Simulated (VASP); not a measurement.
Sr2Rh, 3 atoms in the cell. It takes space group Fm-3m (No. 225, cubic). The conventional cell has a = 7.302 Å, b = 7.302 Å, c = 7.302 Å, α = 90.00°, β = 90.00°, γ = 90.00°. Within 4.2 Å of Sr (site symmetry -43m) lie 4 Rh at 3.16 Å and 6 Sr at 3.65 Å. Rh (site symmetry m-3m) has 8 Sr at 3.16 Å within 4.2 Å. 

```yaml
Program: VASP 6.6.1
Task: single point
Functional: PBEsol
Potentials_or_basis: VASP PAW PBE potentials, release 64 (Sr_sv, Rh_pv)
Cutoff: 520 eV
k_mesh: 8 × 8 × 8
Occupations: methfessel-paxton, width 0.1 eV
Spin: no spin polarisation
Dipole_correction: no
Further_INCAR_settings: ALGO = Normal; EDIFF = 1e-06; NBANDS = 24
```

Potentials or basis: VASP PAW PBE potentials, release 64 (Sr_sv, Rh_pv).

Run with:

```sh
$ cat potpaw_PBE.64/Sr_sv/POTCAR potpaw_PBE.64/Rh_pv/POTCAR > POTCAR
$ mpirun -np 1 vasp_std > vasp.out
```

Hardware: 1 thread of AMD EPYC 7R43 64-Core Processor (Zen 3), with other jobs on the host.

Task: How long does it take, and how much memory?

Result: Wall time 66 s on 1 thread of AMD EPYC 7R43 64-Core Processor (Zen 3), on a shared host, peak memory 0.23 GiB. Counts: scf iterations 14, k points 29.
